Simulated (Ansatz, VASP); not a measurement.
**PdPt in VASP and in Ansatz**

Contents of INCAR:

```
PREC     = Accurate       # precision mode
ENCUT    = 520            # plane-wave cutoff, eV
EDIFF    = 1E-7           # SCF threshold, eV
ISMEAR   = -1             # smearing method
SIGMA    = 0.05           # smearing width, eV
LREAL    = False          # projectors in reciprocal space
LASPH    = True           # aspherical terms in the spheres
NELM     = 60             # most SCF steps
ALGO     = Normal         # electronic algorithm
ISIF     = 2              # what is computed and relaxed
LWAVE    = False          # write WAVECAR
LCHARG   = False          # write CHGCAR
GGA      = CA             # functional
NBANDS   = 17             # bands
```

KPOINTS

```
Automatic mesh
0
Gamma
  15 15 15
```

POSCAR

```
PdPt
1.0
    1.3384581199      0.7727591558      4.3845908709
   -1.3384581199      0.7727591558      4.3845908709
    0.0000000000     -1.5455183116      4.3845908709
Pd Pt
1 1
Direct
    0.0000000000      0.0000000000      0.0000000000
    0.5000000000      0.5000000000      0.5000000000
```

Input for Ansatz:

```yaml
crystal:
  lattice:
    - [1.3384581199, 0.7727591558, 4.3845908709]
    - [-1.3384581199, 0.7727591558, 4.3845908709]
    - [0.0, -1.5455183116, 4.3845908709]
  atoms:
    - { symbol: Pd, position: [0.0, 0.0, 0.0] }
    - { symbol: Pt, position: [0.5, 0.5, 0.5] }
kpoints:
  mp_grid: { grid: [15, 15, 15] }
  band_path:
    path:
      - [0.0, 0.0, 0.0]
      - [0.5, 0.5, 0.5]
      - [0.8126252974, 0.1873747026, 0.5]
      - [0.5, -0.1873747026, 0.1873747026]
      - [0.5, 0.0, 0.0]
      - [0.0, 0.0, 0.0]
      - [0.3436873513, -0.3436873513, 0.0]
      - [0.6563126487, 0.0, 0.3436873513]
      - [0.5, 0.0, 0.5]
    npoints: 6
scf:
  occupations: { method: fermi_dirac, width: 0.05 }
hamiltonian:
  xc: lda
  pseudopotentials: { kind: all_electron, lapw: { basis_error: 0.001 } }
output:
  forces: true
  stress: true
  eigenvalues: true
  populations: true
```

Change from the starting cell: volume scaled by 0.9, LAPW.

Alike in both runs: task single point; functional LDA; k mesh 15 × 15 × 15; occupations fermi-dirac, width 0.05 eV; no spin polarisation.

|  | VASP | Ansatz |
| --- | --- | --- |
| version | VASP 6.6.1 | Ansatz 0.2.0 |
| potentials or method | VASP PAW LDA potentials, release 64 (Pd, Pt), cutoff 520 eV | all-electron LAPW, scalar-relativistic |

Ansatz gave:

```
pressure (GPa)                                                : 18.3
traceless stress, the component that is largest in VASP (GPa) : -0.06
```

Problem. Estimate VASP's values.

Solution. Pressure (GPa): 19.0; traceless stress, the component that is largest in VASP (GPa): -0.15.

LDA's correlation is that of Perdew and Zunger in VASP and of Perdew and Wang (1992) in Ansatz. Ansatz ran all-electron here, and VASP with PAW potentials.

Neither program's run includes spin-orbit coupling.
